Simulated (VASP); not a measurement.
A run of VASP 6.6.1 is set up as follows.

POSCAR

```
MgS
1.0
    3.9879296577      0.0000000000      0.0000000000
   -1.9939648288      3.4536483920      0.0000000000
    0.0000000000      0.0000000000      6.3891924579
Mg S
2 2
Direct
    0.3333333333      0.6666666667     -0.0028727188
    0.6666666667      0.3333333333      0.4971272812
    0.3333333333      0.6666666667      0.3778727188
    0.6666666667      0.3333333333      0.8778727188
```

INCAR.step1

```
PREC = Accurate
ENCUT = 520
ISMEAR = 0
SIGMA = 0.01
LREAL = F
LASPH = T
NELM = 60
NBANDS = 16
GGA = PE
ALGO = Normal
EDIFF = 1E-4
LWAVE = T
LCHARG = F
```

Contents of INCAR.step2:

```
PREC = Accurate
ENCUT = 520
EDIFF = 1E-6
ISMEAR = 0
SIGMA = 0.01
LREAL = F
LASPH = T
NELM = 60
ALGO = Normal
ISIF = 2
LWAVE = F
LCHARG = T
METAGGA = R2SCAN
LMIXTAU = T
LELF = T
LVHAR = T
NBANDS = 16
ISTART = 1
```

Contents of KPOINTS:

```
Automatic mesh
0
Gamma
  6 6 4
```

Potentials or basis: VASP PAW PBE potentials, release 64 (Mg, S).

Launch:

```bash
$ cat potpaw_PBE.64/Mg/POTCAR potpaw_PBE.64/S/POTCAR > POTCAR
$ cp INCAR.step1 INCAR
$ mpirun -np 1 vasp_std > vasp.out
$ cp INCAR.step2 INCAR
$ mpirun -np 1 vasp_std > vasp.out
```

(1) What does it give for the band gap on the k mesh?

(2) What does it give for the pressure?

## Answers

(1) 4.30 eV, direct.

(2) 1.7 GPa.

Caveat: the PAW data sets were made with another functional, which shifts forces and pressure a little.
